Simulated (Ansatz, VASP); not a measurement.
Two plane-wave programs on As

```
As
1.0
     1.79376   -2.57176    0.00000
     1.79376    2.57176    0.00000
     0.00000    0.00000    2.64356
As
1
Cartesian
  0.0000 0.0000 0.0000
```

Alike in both runs: task relaxation of cell and atoms; functional PBE; k mesh 6 × 6 × 6; occupations gaussian, width 0.1 eV; no spin polarisation.

```csv
,VASP,Ansatz
version,VASP 6.6.1,Ansatz 0.2.0
potentials or method,"VASP PAW PBE potentials, release 64 (As), cutoff 600 eV","scalar-relativistic, plane waves, PAW"
valence electrons in the cell,5,15
```

VASP gave:

| Property | Result |
| --- | --- |
| gap on the k mesh at the Fermi level, each at its own relaxed structure (eV) | none |
| relaxed volume (Å³/atom) | 20.71 |
| relaxed length of the cell vector where the two differ most in proportion (Å) | 2.749 |

What did Ansatz give for the same quantities?

gap on the k mesh at the Fermi level, each at its own relaxed structure (eV): none; relaxed volume (Å³/atom): 20.73; relaxed length of the cell vector where the two differ most in proportion (Å): 2.750.

A gap of «none» marks a metal or a gap that the smearing closes. VASP's potentials hold 5 valence electrons a cell and Ansatz's 15, so a difference there can come from the potentials and not from the codes.

The k mesh is coarse, so the values compare programs but aren't converged. Noted on VASP's run: the volume moved by over 15 % at a fixed basis, so the end points are rough.
